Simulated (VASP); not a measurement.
# ReBi (F-43m) in VASP: notebook

ReBi is run at these levels: PBE; tasks: single point.

Everything below comes from runs of VASP 6.6.1. Logs are shortened: lines on timing, memory, paths and dates and some standing lists are left out, and cuts for length are marked.

**1. The cell of the first run**

The structure is cubic, space group F-43m (No. 216). The conventional cell has a = 6.227 Å, b = 6.227 Å, c = 6.227 Å, α = 90.00°, β = 90.00°, γ = 90.00°. Within 3.6 Å of Re (site symmetry -43m) lie 4 Bi at 2.70 Å. Within 3.6 Å of Bi (site symmetry -43m) lie 4 Re at 2.70 Å.

**2. Single point, PBE (30.18 Å³/atom)**

File INCAR:

```
SYSTEM = ReBi
ALGO     = Normal         ! electronic algorithm
EDIFF    = 1E-6           ! SCF threshold, eV
ENCUT    = 520            ! plane-wave cutoff, eV
GGA      = PE             ! functional
ISIF     = 2              ! what is computed and relaxed
ISMEAR   = 0              ! smearing method
LASPH    = .True.         ! aspherical terms in the spheres
LCHARG   = .False.        ! write CHGCAR
LREAL    = .False.        ! projectors in reciprocal space
LWAVE    = .False.        ! write WAVECAR
NBANDS   = 18             ! bands
NELM     = 60             ! most SCF steps
PREC     = Accurate       ! precision mode
SIGMA    = 0.05           ! smearing width, eV
```

File KPOINTS:

```
k-points
0
Gamma
  10 10 10
  0 0 0
```

File POSCAR:

```
ReBi
1.0
    0.0000000000      3.1132974295      3.1132974295
    3.1132974295      0.0000000000      3.1132974295
    3.1132974295      3.1132974295      0.0000000000
Re Bi
1 1
Direct
    0.0000000000      0.0000000000      0.0000000000
    0.2500000000      0.2500000000      0.2500000000
```

Potentials or basis: VASP PAW PBE potentials, release 64 (Re, Bi_d).

Launch:

```bash
> cat potpaw_PBE.64/Re/POTCAR potpaw_PBE.64/Bi_d/POTCAR > POTCAR
> mpirun -np 1 vasp_std > vasp.out
```

OUTCAR:

```text
SYSTEM = ReBi
   EDIFF = 1E-6
   ENCUT = 520
   GGA = PE
   ISIF = 2
   ISMEAR = 0
   LASPH = .True.
   LREAL = .False.
   NELM = 60
   PREC = Accurate

 ion  position               nearest neighbor table
   1  0.000  0.000  0.000-   2 2.70   2 2.70   2 2.70   2 2.70
   2  0.250  0.250  0.250-   1 2.70   1 2.70   1 2.70   1 2.70

  LATTYP: Found a face centered cubic cell.
 ALAT       =     6.2265948590

  Lattice vectors:

 A1 = (   0.0000000000,   3.1132974295,   3.1132974295)
 A2 = (   3.1132974295,   0.0000000000,   3.1132974295)
 A3 = (   3.1132974295,   3.1132974295,   0.0000000000)

Analysis of symmetry for initial positions (statically):
=====================================================================
 Subroutine PRICEL returns:
 Original cell was already a primitive cell.

 Routine SETGRP: Setting up the symmetry group for a
 face centered cubic supercell.

 Subroutine GETGRP returns: Found 24 space group operations
 (whereof 24 operations were pure point group operations)
 out of a pool of 48 trial point group operations.

The static configuration has the point symmetry T_d .

Analysis of symmetry for dynamics (positions and initial velocities):
=====================================================================
 Subroutine PRICEL returns:
 Original cell was already a primitive cell.

 Routine SETGRP: Setting up the symmetry group for a
 face centered cubic supercell.

 Subroutine GETGRP returns: Found 24 space group operations
 (whereof 24 operations were pure point group operations)
 out of a pool of 48 trial point group operations.

The dynamic configuration has the point symmetry T_d .

 Subroutine INISYM returns: Found 24 space group operations
 (whereof 24 operations are pure point group operations),
 and found     1 'primitive' translations

----------------------------------------------------------------------------------------

                                     Primitive cell

  volume of cell :      60.3520

  direct lattice vectors                    reciprocal lattice vectors
     0.000000000  3.113297430  3.113297430    -0.160601424  0.160601424  0.160601424
     3.113297430  0.000000000  3.113297430     0.160601424 -0.160601424  0.160601424
     3.113297430  3.113297430  0.000000000     0.160601424  0.160601424 -0.160601424

  length of vectors
     4.402867449  4.402867449  4.402867449     0.278169826  0.278169826  0.278169826

  position of ions in fractional coordinates (direct lattice)
     0.000000000  0.000000000  0.000000000
     0.250000000  0.250000000  0.250000000

  ion indices of the primitive-cell ions
   primitive index   ion index
                 1           1
                 2           2

----------------------------------------------------------------------------------------

 KPOINTS: k-points

Automatic generation of k-mesh.
 Grid dimensions read from file:
 generate k-points for:   10   10   10

 Generating k-lattice:

  Cartesian coordinates                     Fractional coordinates (reciprocal lattice)
    -0.016060142  0.016060142  0.016060142     0.100000000  0.000000000  0.000000000
     0.016060142 -0.016060142  0.016060142     0.000000000  0.100000000  0.000000000
     0.016060142  0.016060142 -0.016060142     0.000000000  0.000000000  0.100000000

  Length of vectors
     0.027816983  0.027816983  0.027816983

  Shift w.r.t. Gamma in fractional coordinates (k-lattice)
     0.000000000  0.000000000  0.000000000

 Subroutine IBZKPT returns following result:
 ===========================================

 Found     47 irreducible k-points:

 Following reciprocal coordinates:
            Coordinates               Weight
  0.000000  0.000000  0.000000      1.000000
  0.100000  0.000000  0.000000      8.000000
  0.200000  0.000000  0.000000      8.000000
  0.300000  0.000000  0.000000      8.000000
  0.400000  0.000000  0.000000      8.000000
  0.500000  0.000000  0.000000      4.000000
[... 16 lines left out ...]
  0.300000  0.300000  0.000000      6.000000
  0.400000  0.300000  0.000000     24.000000
 [... further k-points ...]
   k-points           NKPTS =     47   k-points in BZ     NKDIM =     47   number of bands    NBANDS=     18
   number of dos      NEDOS =    301   number of ions     NIONS =      2
   total plane-waves  NPLWV =  46656
   dimension x,y,z NGX =    36 NGY =   36 NGZ =   36
   dimension x,y,z NGXF=    72 NGYF=   72 NGZF=   72
   ions per type =               1   1
   NGX,Y,Z   is equivalent  to a cutoff of  13.59, 13.59, 13.59 a.u.
   NGXF,Y,Z  is equivalent  to a cutoff of  27.19, 27.19, 27.19 a.u.
 SYSTEM =  ReBi
   PREC   = accura    normal or accurate (medium, high low for compatibility)
   ISTART =      0    job   : 0-new  1-cont  2-samecut
   ICHARG =      2    charge: 1-file 2-atom 10-const
   ISPIN  =      1    spin polarized calculation?
   LNONCOLLINEAR =      F non collinear calculations
   LSORBIT =      F    spin-orbit coupling
   LASPH  =      T    aspherical Exc in radial PAW
   ENCUT  =  520.0 eV  38.22 Ry    6.18 a.u.   8.19  8.19  8.19*2*pi/ulx,y,z
   NELM   =     60;   NELMIN=  2; NELMDL= -5     # of ELM steps
   EDIFF  = 0.1E-05   stopping-criterion for ELM
   LREAL  =      F    real-space projection
   EDIFFG = 0.1E-04   stopping-criterion for IOM
   NSW    =      0    number of steps for IOM
   IBRION =     -1    ionic relax: 0-MD 1-quasi-New 2-CG
   NFREE  =      0    steps in history (QN), initial steepest desc. (CG)
   ISIF   =      2    stress and relaxation
   ISYM   =      2    0-nonsym 1-usesym 2-fastsym
   POTIM  = 0.5000    time-step for ionic-motion
   TEBEG  =    0.0;   TEEND  =   0.0 temperature during run
   PSTRESS=    0.0 pullay stress
   NELECT =      22.0000    total number of electrons
   NUPDOWN=      -1.0000    fix difference up-down
   EMIN   =  10.00;   EMAX   =-10.00  energy-range for DOS
   EFERMI =   0.00;   METHOD = LEGACY
   ISMEAR =     0;   SIGMA  =   0.05  broadening in eV -4-tet -1-fermi 0-gaus
   EFERMI_NEDOS =   21; number of points for ismear=-14 and -15
   IALGO  =     38    algorithm
   IMIX   =      4    mixing-type and parameters
     AMIX     =   0.40;   BMIX     =  1.00
     AMIX_MAG =   1.60;   BMIX_MAG =  1.00
  volume/ion in A,a.u.               =      30.18       203.64
  Fermi-wavevector in a.u.,A,eV,Ry     =   1.169459  2.209958 18.607805  1.367635
  Thomas-Fermi vector in A             =   2.305932
   LORBIT       =      0    0 simple, 1 ext, 2 COOP (PROOUT), +10 PAW based schemes
   GGA     = PE    functional components
   LHFCALC =     F    Hartree Fock is set to
   AEXX    =    0.0000 exact exchange contribution
   IVDW    =     0    specifies the selected vdW correction
   LEPSILON=     F    determine dielectric tensor
   LRPA    =     F    only Hartree local field effects (RPA)
 non-spin polarized calculation
 Gauss-broadening in eV      SIGMA  =   0.05
  energy-cutoff  :      520.00
  volume of cell :       60.35
 maximum number of plane-waves:      1660
 NGX is ok and might be reduce to    36
   NGX = 17   NGY = 17   NGZ = 17

 number of electron      21.9999997 magnetization

 Free energy of the ion-electron system (eV)
  ---------------------------------------------------
  ext. energy  EPLUGINS =         0.00000000
  ---------------------------------------------------
  free energy    TOTEN  =       -12.28958588 eV

  energy without entropy =      -12.28293457  energy(sigma->0) =      -12.28626022

 E-fermi :   4.3765     XC(G=0):  -9.7881

 val. band max:        4.3673459602   @ k =   0.4000   0.4000   0.0000
 cond. band min:       4.3849377795   @ k =   0.5000   0.5000   0.0000
 fundamental gap:      0.0175918193
 Fermi energy:         4.3764982147

 k-point     1 :       0.0000    0.0000    0.0000
  band No.  band energies     occupation
      1     -17.7244      2.00000
      2     -17.7244      2.00000
      3     -17.7244      2.00000
      4     -17.6819      2.00000
      5     -17.6819      2.00000
      6      -7.1385      2.00000
[... 10 lines left out ...]
     17      11.2994      0.00000
     18      11.2994      0.00000

 k-point     2 :       0.1000    0.0000    0.0000
  band No.  band energies     occupation
      1     -17.7258      2.00000
      2     -17.7245      2.00000
      3     -17.7245      2.00000
      4     -17.6814      2.00000
      5     -17.6814      2.00000
      6      -7.0653      2.00000
[... 10 lines left out ...]
     17      11.6352      0.00000
     18      11.6352      0.00000

 k-point     3 :       0.2000    0.0000    0.0000
  band No.  band energies     occupation
      1     -17.7296      2.00000
      2     -17.7244      2.00000
      3     -17.7244      2.00000
      4     -17.6800      2.00000
      5     -17.6800      2.00000
      6      -6.8639      2.00000
[... 10 lines left out ...]
     17      12.2070      0.00000
     18      12.2071      0.00000

 k-point     4 :       0.3000    0.0000    0.0000
  band No.  band energies     occupation
      1     -17.7344      2.00000
      2     -17.7242      2.00000
      3     -17.7242      2.00000
      4     -17.6787      2.00000
      5     -17.6787      2.00000
      6      -6.5928      2.00000
[... 375 lines left out ...]
      4     -17.6783      2.00000
      5     -17.6778      2.00000
      6      -6.4986      2.00000
[... 10 lines left out ...]
     17      12.8018      0.00000
     18      12.8565      0.00000

 k-point    23 :       0.3000    0.3000    0.0000
  band No.  band energies     occupation
      1     -17.7413      2.00000
      2     -17.7220      2.00000
      3     -17.7220      2.00000
      4     -17.6824      2.00000
      5     -17.6734      2.00000
      6      -6.4023      2.00000
[... 10 lines left out ...]
     17      14.4361      0.00000
     18      14.5937      0.00000

 k-point    24 :       0.4000    0.3000    0.0000
  band No.  band energies     occupation
      1     -17.7435      2.00000
      2     -17.7228      2.00000
      3     -17.7217      2.00000
      4     -17.6822      2.00000
      5     -17.6719      2.00000
      6      -6.2070      2.00000
[... 10 lines left out ...]
     17      14.0538      0.00000
     18      15.0390      0.00000

 [... further k-points ...]

------------------------ aborting loop because EDIFF is reached ----------------------------------------

  FORCE on cell =-STRESS in cart. coord.  units (eV):
  Direction    XX          YY          ZZ          XY          YZ          ZX
  --------------------------------------------------------------------------------------
  -------------------------------------------------------------------------------------
  Total       -0.1066689     -0.1066689     -0.1066689      0.0000000      0.0000000      0.0000000
  in kB       -2.8317613     -2.8317613     -2.8317613      0.0000000      0.0000000      0.0000000
  external PRESSURE =      -2.8317613 kB  Pullay stress =       0.0000000 kB

 VOLUME and BASIS-vectors are now :
 -----------------------------------------------------------------------------
  energy-cutoff  :      520.00
  volume of cell :       60.35
      direct lattice vectors                 reciprocal lattice vectors
     0.000000000  3.113297430  3.113297430    -0.160601424  0.160601424  0.160601424
     3.113297430  0.000000000  3.113297430     0.160601424 -0.160601424  0.160601424
     3.113297430  3.113297430  0.000000000     0.160601424  0.160601424 -0.160601424

 POSITION                                       TOTAL-FORCE (eV/Angst)
 -----------------------------------------------------------------------------------
      0.00000      0.00000      0.00000         0.000000     -0.000000      0.000000
      1.55665      1.55665      1.55665        -0.000000      0.000000     -0.000000
 -----------------------------------------------------------------------------------
    total drift:                                0.000000      0.000000      0.000000

  FREE ENERGIE OF THE ION-ELECTRON SYSTEM (eV)
  ---------------------------------------------------
  free  energy   TOTEN  =       -12.2895858785 eV

  energy  without entropy=      -12.2829345683  energy(sigma->0) =      -12.28626022
```

Wall time 28 s (1 thread of AMD EPYC 9R45 (Zen 5), shared host); peak memory 0.2 GiB.

Results:

- Free energy: -12.2896 eV
- Pressure: -0.3 GPa
- Band gap on the k mesh: zero (bands 11 and 12 overlap by 0.01 eV)

Levels at points of the mesh, in eV from the Fermi level:
| k point | band 8 | band 9 | band 10 | band 11 | band 12 | band 13 | band 14 | band 15 |
| --- | --- | --- | --- | --- | --- | --- | --- | --- |
| (0.00, 0.00, 0.00) | -2.51 | -2.51 | -0.17 | -0.17 | 2.28 | 5.72 | 5.72 | 5.72 |
| (0.50, 0.00, 0.00) | -2.21 | -2.21 | -0.04 | -0.04 | -0.02 | 3.17 | 3.17 | 4.04 |
| (0.50, 0.50, 0.00) | -1.44 | -1.44 | -0.67 | -0.12 | 0.01 | 0.93 | 0.93 | 5.61 |

Caveat: spin-orbit coupling is left out, which moves the levels of the heavy elements.

**3. Single point, PBE (30.67 Å³/atom)**

This run uses another cell than the first one, of 30.67 Å³/atom.

File INCAR:

```
PREC = Accurate
ENCUT = 520
EDIFF = 1E-7
ISMEAR = 0
SIGMA = 0.05
LREAL = False
LASPH = True
NELM = 80
ALGO = Normal
ISIF = 2
LWAVE = False
LCHARG = False
GGA = PE
NBANDS = 18
```

File KPOINTS:

```
Automatic mesh
0
Gamma
  10 10 10
```

File POSCAR:

```
ReBi
1.0
    0.0000000000      3.1303531285      3.1303531285
    3.1303531285      0.0000000000      3.1303531285
    3.1303531285      3.1303531285      0.0000000000
Re Bi
1 1
Direct
    0.0000000000      0.0000000000      0.0000000000
    0.2500000000      0.2500000000      0.2500000000
```

Potentials or basis: VASP PAW PBE potentials, release 64 (Re, Bi_d).

Launch:

```bash
> cat potpaw_PBE.64/Re/POTCAR potpaw_PBE.64/Bi_d/POTCAR > POTCAR
> mpirun -np 1 vasp_std > vasp.out
```

Run time: 40 s. Hardware: 1 thread of AMD EPYC 9R45 (Zen 5), shared host; peak memory 0.2 GiB.

It converged, with:

| Property | Result |
| --- | --- |
| Free energy | -12.2842 eV |
| Pressure | -1.6 GPa |
| Band gap on the k mesh | zero (bands 11 and 12 overlap by 0.02 eV) |

Levels at points of the mesh, in eV from the Fermi level:
| k point | band 7 | band 8 | band 9 | band 10 | band 11 | band 12 | band 13 | band 14 | band 15 | band 16 |
| --- | --- | --- | --- | --- | --- | --- | --- | --- | --- | --- |
| (0.00, 0.00, 0.00) | -2.47 | -2.47 | -2.47 | -0.17 | -0.17 | 2.19 | 5.60 | 5.60 | 5.60 | 6.85 |
| (0.50, 0.00, 0.00) | -3.89 | -2.18 | -2.18 | -0.04 | -0.04 | -0.02 | 3.11 | 3.11 | 3.96 | 8.22 |
| (0.50, 0.50, 0.00) | -4.25 | -1.43 | -1.43 | -0.64 | -0.14 | 0.01 | 0.92 | 0.92 | 5.51 | 6.08 |

Caveat: spin-orbit coupling is left out, which moves the levels of the heavy elements.

**4. Single point, PBE (31.28 Å³/atom)**

This run uses another cell than the first one, of 31.28 Å³/atom.

File INCAR:

```
SYSTEM = ReBi
ALGO = Normal
EDIFF = 1E-6
ENCUT = 520
GGA = PE
ISIF = 2
ISMEAR = 0
LASPH = .TRUE.
LCHARG = .TRUE.
LELF = .TRUE.
LREAL = .FALSE.
LVHAR = .TRUE.
LWAVE = .FALSE.
NBANDS = 18
NELM = 80
PREC = Accurate
SIGMA = 0.05
```

File KPOINTS:

```
k-points
0
G
  10 10 10
  0 0 0
```

File POSCAR:

```
ReBi
1.0
    0.0000000000      3.1506806665      3.1506806665
    3.1506806665      0.0000000000      3.1506806665
    3.1506806665      3.1506806665      0.0000000000
Re Bi
1 1
Direct
    0.0000000000      0.0000000000      0.0000000000
    0.2500000000      0.2500000000      0.2500000000
```

Launch:

```bash
> cat potpaw_PBE.64/Re/POTCAR potpaw_PBE.64/Bi_d/POTCAR > POTCAR
> mpirun -np 1 vasp_std > vasp.out
```

It took 36 s on 1 thread of AMD EPYC 9R45 (Zen 5), shared host; peak memory 0.2 GiB.

The run converged. Its results:

| Property | Result |
| --- | --- |
| Free energy | -12.2677 eV |
| Pressure | -2.9 GPa |
| Band gap on the k mesh | zero (bands 11 and 12 overlap by 0.02 eV) |

Levels at points of the mesh, in eV from the Fermi level:
| k point | band 9 | band 10 | band 11 | band 12 | band 13 | band 14 |
| --- | --- | --- | --- | --- | --- | --- |
| (0.00, 0.00, 0.00) | -2.43 | -0.16 | -0.16 | 2.09 | 5.46 | 5.46 |
| (0.50, 0.00, 0.00) | -2.14 | -0.04 | -0.04 | -0.02 | 3.04 | 3.04 |
| (0.50, 0.50, 0.00) | -1.42 | -0.61 | -0.15 | 0.02 | 0.90 | 0.90 |

Caveat: spin-orbit coupling is left out, which moves the levels of the heavy elements.

**5. Single point, PBE (32.18 Å³/atom)**

This run uses another cell than the first one, of 32.18 Å³/atom.

File INCAR:

```
PREC     = Accurate       # precision mode
ENCUT    = 520            # plane-wave cutoff, eV
EDIFF    = 1E-6           # SCF threshold, eV
ISMEAR   = 0              # smearing method
SIGMA    = 0.05           # smearing width, eV
LREAL    = False          # projectors in reciprocal space
LASPH    = True           # aspherical terms in the spheres
NELM     = 60             # most SCF steps
ALGO     = Normal         # electronic algorithm
ISIF     = 2              # what is computed and relaxed
LWAVE    = False          # write WAVECAR
LCHARG   = False          # write CHGCAR
GGA      = PE             # functional
NBANDS   = 18             # bands
```

File KPOINTS:

```
Automatic mesh
0
Gamma
  10 10 10
```

File POSCAR:

```
ReBi
1.0
    0.0000000000      3.1806889551      3.1806889551
    3.1806889551      0.0000000000      3.1806889551
    3.1806889551      3.1806889551      0.0000000000
Re Bi
1 1
Direct
    0.0000000000      0.0000000000      0.0000000000
    0.2500000000      0.2500000000      0.2500000000
```

Launch:

```bash
> cat potpaw_PBE.64/Re/POTCAR potpaw_PBE.64/Bi_d/POTCAR > POTCAR
> mpirun -np 1 vasp_std > vasp.out
```

Wall time 29 s (1 thread of AMD EPYC 9R45 (Zen 5), shared host); peak memory 0.2 GiB.

Results (log left out):

```yaml
Free_energy: -12.2251 eV
Pressure: -4.7 GPa
Band_gap_on_the_k_mesh: zero (bands 11 and 12 overlap by 0.03 eV)
```

Levels at points of the mesh, in eV from the Fermi level:
| k point | band 7 | band 8 | band 9 | band 10 | band 11 | band 12 | band 13 | band 14 | band 15 | band 16 |
| --- | --- | --- | --- | --- | --- | --- | --- | --- | --- | --- |
| (0.00, 0.00, 0.00) | -2.37 | -2.37 | -2.37 | -0.16 | -0.16 | 1.93 | 5.25 | 5.25 | 5.25 | 6.63 |
| (0.50, 0.00, 0.00) | -3.75 | -2.09 | -2.09 | -0.04 | -0.04 | -0.03 | 2.95 | 2.95 | 3.72 | 8.03 |
| (0.50, 0.50, 0.00) | -4.09 | -1.41 | -1.41 | -0.57 | -0.17 | 0.02 | 0.89 | 0.89 | 5.23 | 5.85 |

Caveat: the cell stands under tension; spin-orbit coupling is left out, which moves the levels of the heavy elements.

**6. Summary**

```tsv
cell	gap on the mesh (eV)	pressure (GPa)
a = 4.403 Å, angles 60.0°, 2 atoms	none	-0.3
a = 4.427 Å, angles 60.0°, 2 atoms	none	-1.6
a = 4.456 Å, angles 60.0°, 2 atoms	none	-2.9
a = 4.498 Å, angles 60.0°, 2 atoms	none	-4.7
```

Alike in all rows: task single point; level PBE; potentials or basis VASP PAW PBE potentials, release 64 (Re, Bi_d); no spin polarisation; k mesh 10 × 10 × 10; cutoff (eV) 520; smearing gaussian 0.05 eV.

Caveats: spin-orbit coupling is left out, which moves the levels of the heavy elements; the cell stands under tension (at least some runs).

Total energies depend on the potentials used, so only differences within one code and one set of settings carry meaning.
